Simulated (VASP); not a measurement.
Set up this calculation in VASP 6.6.1, as the native input.

```
Task                   : single point
Functional             : PBEsol
Potentials or basis    : VASP PAW PBE potentials, release 64 (Rb_sv, Br)
Cutoff                 : 520 eV
k mesh                 : 6 × 6 × 6
Occupations            : gaussian, width 0.05 eV
Spin                   : no spin polarisation
Dipole correction      : no
Further INCAR settings : ALGO = Normal; EDIFF = 1e-07; NBANDS = 15
```

The structure of RbBr lies in POSCAR:

```
RbBr
1.0
    4.3323811650      0.0000000000      0.0000000000
    0.0000000000      4.3323811650      0.0000000000
    0.0000000000      0.0000000000      3.9197734350
Rb Br
1 1
Direct
    0.0000000000      0.0000000000      0.0000000000
    0.5000000000      0.5000000000      0.5000000000
```

This cell differs from its parent crystal: strain +0.050 along x and y, -0.050 along z.

These files were run (other wordings do the same):

INCAR

```
SYSTEM = RbBr
ALGO     = Normal         ! electronic algorithm
EDIFF    = 1E-7           ! SCF threshold, eV
ENCUT    = 520            ! plane-wave cutoff, eV
GGA      = PS             ! functional
ISIF     = 2              ! what is computed and relaxed
ISMEAR   = 0              ! smearing method
LASPH    = .TRUE.         ! aspherical terms in the spheres
LCHARG   = .FALSE.        ! write CHGCAR
LREAL    = .FALSE.        ! projectors in reciprocal space
LWAVE    = .FALSE.        ! write WAVECAR
NBANDS   = 15             ! bands
NELM     = 100            ! most SCF steps
PREC     = Accurate       ! precision mode
SIGMA    = 0.05           ! smearing width, eV
```

KPOINTS

```
k-points
0
G
  6 6 6
  0 0 0
```

Potentials or basis: VASP PAW PBE potentials, release 64 (Rb_sv, Br).

Launch:

```sh
$ cat potpaw_PBE.64/Rb_sv/POTCAR potpaw_PBE.64/Br/POTCAR > POTCAR
$ mpirun -np 1 vasp_std > vasp.out
```

Results of the run:

The pressure is -1.1 GPa. The band gap on the k mesh is 3.36 eV (least direct gap 3.47 eV).

Caveat: the cell differs from its parent crystal (strain +0.050 along x and y, -0.050 along z); the PAW data sets were made with another functional, which shifts forces and pressure a little.

Wall time 39 s on 1 thread of Intel Xeon 8259CL (shared host), peak memory 0.2 GiB.
